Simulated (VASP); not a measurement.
Here is a VASP 6.6.1 calculation.

Contents of INCAR:

```
SYSTEM = GaAs
PREC = Accurate ; ENCUT = 520
EDIFF = 1E-8 ; ISMEAR = -1
SIGMA = 0.05 ; LREAL = .False.
LASPH = .True. ; NELM = 60
ALGO = Normal ; ISIF = 2
LWAVE = .False. ; LCHARG = .False.
GGA = PE ; NBANDS = 16
IBRION = 8 ; NSW = 1
```

Contents of KPOINTS:

```
Automatic mesh
0
Gamma
  8 8 8
  0 0 0
```

POSCAR

```
GaAs
1.0
    0.0000000000      2.8268500000      2.8268500000
    2.8268500000      0.0000000000      2.8268500000
    2.8268500000      2.8268500000      0.0000000000
As Ga
1 1
Direct
    0.7500000000      0.7500000000      0.7500000000
    0.0000000000      0.0000000000      0.0000000000
```

Potentials or basis: VASP PAW PBE potentials, release 64 (As, Ga_d).

Launch:

```console
$ cat potpaw_PBE.64/As/POTCAR potpaw_PBE.64/Ga_d/POTCAR > POTCAR
$ mpirun -np 1 vasp_std > vasp.out
```

(1) Predict the highest phonon frequency at Γ, LO-TO splitting left out.

Answers

(1) 268 cm⁻¹.

Caveat: the cell stands under pressure or tension, which shifts response properties.
